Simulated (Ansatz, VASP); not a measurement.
## HCl: VASP beside Ansatz

```
Cl H
1.0
     6.73866    0.00000    0.00000
     0.00000    6.73866    0.00000
     0.00000    0.00000    6.73866
Cl H
6 6
Cartesian
  0.6493 0.3703 5.7374
  2.5123 4.4702 5.2715
  4.8488 5.3651 0.9918
  6.5406 1.7673 1.8127
  2.1203 6.4537 2.7620
  3.6335 2.7642 2.8328
  0.2192 0.8385 6.9320
  1.7913 5.4305 5.8851
  3.8195 5.7809 1.7087
  5.2708 2.2275 1.8061
  2.3217 5.5670 3.8109
  3.0691 1.5687 3.0095
```

Alike in both runs: functional LDA; k mesh 1 × 1 × 1; occupations fermi-dirac, width 0.02 eV; no spin polarisation.

Ansatz relaxed the structure, and its values are those at the end. VASP's run is a single point on that final structure, the one shown.

|  | VASP | Ansatz |
| --- | --- | --- |
| version | VASP 6.6.1 | Ansatz 0.2.0 |
| potentials or method | VASP PAW LDA potentials, release 64 (Cl, H_h), cutoff 1000 eV | scalar-relativistic, plane waves, PAW |
| valence electrons in the cell | 48 | 48 |

```tsv
	VASP	Ansatz	Ansatz less VASP
gap on the k mesh at the Fermi level (eV)	5.37	5.35	-0.020
rms of the force components (eV/Å)	0.112	0.082	-0.0302
```

LDA's correlation is that of Perdew and Zunger in VASP and of Perdew and Wang (1992) in Ansatz.
